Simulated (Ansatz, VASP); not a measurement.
**GaC in VASP and in Ansatz**

```xyz
4
Lattice="3.2232 0.0000 0.0000 -1.6116 2.7914 0.0000 0.0000 0.0000 5.5856" Properties=species:S:1:pos:R:3 pbc="T T T"
Ga    0.0000    1.8609    0.0767
Ga    1.6116    0.9305    2.8695
C     0.0000    1.8609    2.0576
C     1.6116    0.9305    4.8504
```

Alike in both runs: functional r2SCAN; k mesh 18 × 18 × 8; occupations gaussian, width 0.1 eV; no spin polarisation.

Ansatz relaxed the structure, and its values are those at the end. VASP's run is a single point on that final structure, the one shown.

```csv
,VASP,Ansatz
version,VASP 6.6.1,Ansatz 0.2.0
potentials or method,"VASP PAW PBE potentials, release 64 (Ga_d, C), cutoff 520 eV","scalar-relativistic, plane waves, PAW"
valence electrons in the cell,34,34
```

|  | VASP | Ansatz | Ansatz less VASP |
| --- | --- | --- | --- |
| gap on the k mesh at the Fermi level (eV) | none | none | - |
| pressure (GPa) | 0.5 | 0.0 | -0.53 |
| rms of the force components (eV/Å) | 0.006 | 0.002 | -0.0042 |

VASP's potentials were made for PBE, not for r2SCAN. A gap of «none» marks a metal or a gap that the smearing closes. With one functional, cell and mesh, what is left measures potentials, basis and numerics.
